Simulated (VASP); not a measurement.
# SiSn2Ge3 (P6/mmm) in VASP: single point with PBE

Aim: the single point of SiSn2Ge3 with PBE.

All numbers are computed with VASP 6.6.1; they aren't measurements. Logs are shortened: lines on timing, memory, paths and dates and some standing lists are left out, and cuts for length are marked.

## Step 1: The cell of the first run

It takes space group P6/mmm (No. 191, hexagonal). The conventional cell has a = 5.463 Å, b = 5.463 Å, c = 5.546 Å, α = 90.00°, β = 90.00°, γ = 120.00°. Si (site symmetry 6/mmm) has 6 Sn at 3.15 Å and 12 Ge at 3.89 Å within 4.2 Å. Sn (site symmetry -6m2) has 3 Sn at 3.15 Å and 3 Si at 3.15 Å and 6 Ge at 3.19 Å within 4.2 Å. Ge (site symmetry mmm) has 4 Ge at 2.73 Å and 4 Sn at 3.19 Å within 3.6 Å.

The cell was built from a structure type or drawn by symmetry, and may not be a known phase.

## Step 2: Single point, PBE

INCAR reads:

```
ALGO = Normal
EDIFF = 1E-6
ENCUT = 520
GGA = PE
ISIF = 2
ISMEAR = 0
LASPH = True
LCHARG = False
LREAL = False
LWAVE = False
NBANDS = 46
NELM = 100
PREC = Accurate
SIGMA = 0.1
```

KPOINTS reads:

```
k-points
0
Gamma
  12 12 8
```

POSCAR reads:

```
SiSn2Ge3
1.0
    5.4630434444      0.0000000000      0.0000000000
   -2.7315217222      4.7311344048      0.0000000000
    0.0000000000      0.0000000000      5.5455832431
Si Sn Ge
1 2 3
Direct
    0.0000000000      0.0000000000      0.0000000000
    0.6666666667      0.3333333333      0.0000000000
    0.3333333333      0.6666666667      0.0000000000
    0.0000000000      0.5000000000      0.5000000000
    0.5000000000      0.0000000000      0.5000000000
    0.5000000000      0.5000000000      0.5000000000
```

Potentials or basis: VASP PAW PBE potentials, release 64 (Si, Sn_d, Ge_d).

Command:

```bash
$ cat potpaw_PBE.64/Si/POTCAR potpaw_PBE.64/Sn_d/POTCAR potpaw_PBE.64/Ge_d/POTCAR > POTCAR
$ mpirun -np 1 vasp_std > vasp.out
```

OUTCAR:

```text
EDIFF = 1E-6
   ENCUT = 520
   GGA = PE
   ISIF = 2
   ISMEAR = 0
   LASPH = True
   LREAL = False
   NELM = 100
   PREC = Accurate

 ion  position               nearest neighbor table
   1  0.000  0.000  0.000-   2 3.15   3 3.15   3 3.15   2 3.15   2 3.15   3 3.15
   2  0.667  0.333  0.000-   3 3.15   3 3.15   1 3.15   1 3.15   1 3.15   3 3.15   5 3.19   5 3.19
                             4 3.19   4 3.19   6 3.19   6 3.19
   3  0.333  0.667  0.000-   2 3.15   2 3.15   1 3.15   1 3.15   1 3.15   2 3.15   5 3.19   5 3.19
                             4 3.19   4 3.19   6 3.19   6 3.19
   4  0.000  0.500  0.500-   5 2.73   5 2.73   6 2.73   6 2.73   2 3.19   3 3.19   2 3.19   3 3.19

   5  0.500  0.000  0.500-   4 2.73   6 2.73   6 2.73   4 2.73   2 3.19   3 3.19   2 3.19   3 3.19

   6  0.500  0.500  0.500-   5 2.73   5 2.73   4 2.73   4 2.73   2 3.19   3 3.19   2 3.19   3 3.19

  LATTYP: Found a hexagonal cell.
 ALAT       =     5.4630434444
 C/A-ratio  =     1.0151087575

  Lattice vectors:

 A1 = (   5.4630434444,   0.0000000000,   0.0000000000)
 A2 = (  -2.7315217222,   4.7311344048,   0.0000000000)
 A3 = (   0.0000000000,   0.0000000000,   5.5455832431)

Analysis of symmetry for initial positions (statically):
=====================================================================
 Subroutine PRICEL returns:
 Original cell was already a primitive cell.

 Routine SETGRP: Setting up the symmetry group for a
 hexagonal supercell.

 Subroutine GETGRP returns: Found 24 space group operations
 (whereof 24 operations were pure point group operations)
 out of a pool of 24 trial point group operations.

The static configuration has the point symmetry D_6h.

Analysis of symmetry for dynamics (positions and initial velocities):
=====================================================================
 Subroutine PRICEL returns:
 Original cell was already a primitive cell.

 Routine SETGRP: Setting up the symmetry group for a
 hexagonal supercell.

 Subroutine GETGRP returns: Found 24 space group operations
 (whereof 24 operations were pure point group operations)
 out of a pool of 24 trial point group operations.

The dynamic configuration has the point symmetry D_6h.

 Subroutine INISYM returns: Found 24 space group operations
 (whereof 24 operations are pure point group operations),
 and found     1 'primitive' translations

----------------------------------------------------------------------------------------

                                     Primitive cell

  volume of cell :     143.3333

  direct lattice vectors                    reciprocal lattice vectors
     5.463043444  0.000000000  0.000000000     0.183048151  0.105682899  0.000000000
    -2.731521722  4.731134405  0.000000000     0.000000000  0.211365798  0.000000000
     0.000000000  0.000000000  5.545583243     0.000000000  0.000000000  0.180323684

  length of vectors
     5.463043444  5.463043444  5.545583243     0.211365798  0.211365798  0.180323684

  position of ions in fractional coordinates (direct lattice)
     0.000000000  0.000000000  0.000000000
     0.666666667  0.333333333  0.000000000
     0.333333333  0.666666667  0.000000000
     0.000000000  0.500000000  0.500000000
     0.500000000  0.000000000  0.500000000
     0.500000000  0.500000000  0.500000000

  ion indices of the primitive-cell ions
   primitive index   ion index
                 1           1
                 2           2
                 3           3
                 4           4
                 5           5
                 6           6

----------------------------------------------------------------------------------------

 KPOINTS: k-points

Automatic generation of k-mesh.
 Grid dimensions read from file:
 generate k-points for:   12   12    8

 Generating k-lattice:

  Cartesian coordinates                     Fractional coordinates (reciprocal lattice)
     0.015254013  0.008806908  0.000000000     0.083333333  0.000000000  0.000000000
     0.000000000  0.017613817  0.000000000     0.000000000  0.083333333  0.000000000
     0.000000000  0.000000000  0.022540460     0.000000000  0.000000000  0.125000000

  Length of vectors
     0.017613817  0.017613817  0.022540460

  Shift w.r.t. Gamma in fractional coordinates (k-lattice)
     0.000000000  0.000000000  0.000000000

 Subroutine IBZKPT returns following result:
 ===========================================

 Found     95 irreducible k-points:

 Following reciprocal coordinates:
            Coordinates               Weight
  0.000000  0.000000  0.000000      1.000000
  0.083333  0.000000  0.000000      6.000000
  0.166667  0.000000  0.000000      6.000000
  0.250000  0.000000  0.000000      6.000000
  0.333333  0.000000  0.000000      6.000000
  0.416667  0.000000  0.000000      6.000000
[... 16 lines left out ...]
  0.250000  0.000000  0.125000     12.000000
  0.333333  0.000000  0.125000     12.000000
 [... further k-points ...]
   k-points           NKPTS =     95   k-points in BZ     NKDIM =     95   number of bands    NBANDS=     46
   number of dos      NEDOS =    301   number of ions     NIONS =      6
   total plane-waves  NPLWV =  74088
   dimension x,y,z NGX =    42 NGY =   42 NGZ =   42
   dimension x,y,z NGXF=    84 NGYF=   84 NGZF=   84
   ions per type =               1   2   3
   NGX,Y,Z   is equivalent  to a cutoff of  12.78, 12.78, 12.59 a.u.
   NGXF,Y,Z  is equivalent  to a cutoff of  25.56, 25.56, 25.18 a.u.
 SYSTEM =  unknown system
   PREC   = accura    normal or accurate (medium, high low for compatibility)
   ISTART =      0    job   : 0-new  1-cont  2-samecut
   ICHARG =      2    charge: 1-file 2-atom 10-const
   ISPIN  =      1    spin polarized calculation?
   LNONCOLLINEAR =      F non collinear calculations
   LSORBIT =      F    spin-orbit coupling
   LASPH  =      T    aspherical Exc in radial PAW
   ENCUT  =  520.0 eV  38.22 Ry    6.18 a.u.  10.16 10.16 10.31*2*pi/ulx,y,z
   NELM   =    100;   NELMIN=  2; NELMDL= -5     # of ELM steps
   EDIFF  = 0.1E-05   stopping-criterion for ELM
   LREAL  =      F    real-space projection
   EDIFFG = 0.1E-04   stopping-criterion for IOM
   NSW    =      0    number of steps for IOM
   IBRION =     -1    ionic relax: 0-MD 1-quasi-New 2-CG
   NFREE  =      0    steps in history (QN), initial steepest desc. (CG)
   ISIF   =      2    stress and relaxation
   ISYM   =      2    0-nonsym 1-usesym 2-fastsym
   POTIM  = 0.5000    time-step for ionic-motion
   TEBEG  =    0.0;   TEEND  =   0.0 temperature during run
   PSTRESS=    0.0 pullay stress
   NELECT =      74.0000    total number of electrons
   NUPDOWN=      -1.0000    fix difference up-down
   EMIN   =  10.00;   EMAX   =-10.00  energy-range for DOS
   EFERMI =   0.00;   METHOD = LEGACY
   ISMEAR =     0;   SIGMA  =   0.10  broadening in eV -4-tet -1-fermi 0-gaus
   EFERMI_NEDOS =   21; number of points for ismear=-14 and -15
   IALGO  =     38    algorithm
   IMIX   =      4    mixing-type and parameters
     AMIX     =   0.40;   BMIX     =  1.00
     AMIX_MAG =   1.60;   BMIX_MAG =  1.00
  volume/ion in A,a.u.               =      23.89       161.21
  Fermi-wavevector in a.u.,A,eV,Ry     =   1.313317  2.481810 23.467362  1.724802
  Thomas-Fermi vector in A             =   2.443648
   LORBIT       =      0    0 simple, 1 ext, 2 COOP (PROOUT), +10 PAW based schemes
   GGA     = PE    functional components
   LHFCALC =     F    Hartree Fock is set to
   AEXX    =    0.0000 exact exchange contribution
   IVDW    =     0    specifies the selected vdW correction
   LEPSILON=     F    determine dielectric tensor
   LRPA    =     F    only Hartree local field effects (RPA)
 non-spin polarized calculation
 Gauss-broadening in eV      SIGMA  =   0.10
  energy-cutoff  :      520.00
  volume of cell :      143.33
 maximum number of plane-waves:      3906
 NGX is ok and might be reduce to    42
   NGX = 21   NGY = 21   NGZ = 21

 number of electron      74.0000012 magnetization

 Free energy of the ion-electron system (eV)
  ---------------------------------------------------
  ext. energy  EPLUGINS =         0.00000000
  ---------------------------------------------------
  free energy    TOTEN  =       -23.60709582 eV

  energy without entropy =      -23.59289793  energy(sigma->0) =      -23.59999687

 E-fermi :   6.2760     XC(G=0): -10.1743

 val. band max:        6.2752089548   @ k =   0.0833   0.0000   0.5000
 cond. band min:       6.2842145807   @ k =   0.2500   0.0833   0.0000
 fundamental gap:      0.0090056260
 Fermi energy:         6.2760422806

 k-point     1 :       0.0000    0.0000    0.0000
  band No.  band energies     occupation
      1     -18.5907      2.00000
      2     -18.5493      2.00000
      3     -18.5493      2.00000
      4     -18.5287      2.00000
      5     -18.4831      2.00000
      6     -18.4831      2.00000
[... 38 lines left out ...]
     45      10.9496      0.00000
     46      10.9496      0.00000

 k-point     2 :       0.0833    0.0000    0.0000
  band No.  band energies     occupation
      1     -18.5881      2.00000
      2     -18.5484      2.00000
      3     -18.5459      2.00000
      4     -18.5274      2.00000
      5     -18.4830      2.00000
      6     -18.4823      2.00000
[... 38 lines left out ...]
     45      11.0639      0.00000
     46      11.1732      0.00000

 k-point     3 :       0.1667    0.0000    0.0000
  band No.  band energies     occupation
      1     -18.5808      2.00000
      2     -18.5453      2.00000
      3     -18.5361      2.00000
      4     -18.5238      2.00000
      5     -18.4825      2.00000
      6     -18.4798      2.00000
[... 1018 lines left out ...]
     45      10.7726      0.00000
     46      11.4903      0.00000

 k-point    24 :       0.3333    0.0000    0.1250
  band No.  band energies     occupation
      1     -18.5650      2.00000
      2     -18.5245      2.00000
      3     -18.5124      2.00000
      4     -18.5013      2.00000
      5     -18.4795      2.00000
      6     -18.4715      2.00000
[... 38 lines left out ...]
     45      10.6607      0.00000
     46      11.4223      0.00000

 [... further k-points ...]

------------------------ aborting loop because EDIFF is reached ----------------------------------------

  FORCE on cell =-STRESS in cart. coord.  units (eV):
  Direction    XX          YY          ZZ          XY          YZ          ZX
  --------------------------------------------------------------------------------------
  -------------------------------------------------------------------------------------
  Total       -0.0115281     -0.0115281     -0.0213987      0.0000000     -0.0000000      0.0000000
  in kB       -0.1288608     -0.1288608     -0.2391943      0.0000000     -0.0000000      0.0000000
  external PRESSURE =      -0.1656387 kB  Pullay stress =       0.0000000 kB

 VOLUME and BASIS-vectors are now :
 -----------------------------------------------------------------------------
  energy-cutoff  :      520.00
  volume of cell :      143.33
      direct lattice vectors                 reciprocal lattice vectors
     5.463043444  0.000000000  0.000000000     0.183048151  0.105682899  0.000000000
    -2.731521722  4.731134405  0.000000000     0.000000000  0.211365798  0.000000000
     0.000000000  0.000000000  5.545583243     0.000000000  0.000000000  0.180323684

 POSITION                                       TOTAL-FORCE (eV/Angst)
 -----------------------------------------------------------------------------------
      0.00000      0.00000      0.00000        -0.000000      0.000000      0.000000
      2.73152      1.57704      0.00000        -0.000000     -0.000000      0.000000
     -0.00000      3.15409      0.00000         0.000000      0.000000     -0.000000
     -1.36576      2.36557      2.77279        -0.000000      0.000000      0.000000
      2.73152      0.00000      2.77279        -0.000000      0.000000      0.000000
      1.36576      2.36557      2.77279        -0.000000      0.000000      0.000000
 -----------------------------------------------------------------------------------
    total drift:                               -0.000000      0.000000      0.000000

  FREE ENERGIE OF THE ION-ELECTRON SYSTEM (eV)
  ---------------------------------------------------
  free  energy   TOTEN  =       -23.6070958187 eV

  energy  without entropy=      -23.5928979276  energy(sigma->0) =      -23.59999687
```

Wall time 8.7 min (1 thread of AMD EPYC 7R43 (Zen 3), shared host); peak memory 0.58 GiB.

Results:

| Property | Result |
| --- | --- |
| Free energy | -23.6071 eV |
| Pressure | 0.0 GPa |
| Band gap on the k mesh | zero (bands 37 and 38 overlap by 3.07 eV) |

Caveat: spin-orbit coupling is left out, which moves the levels of the heavy elements.
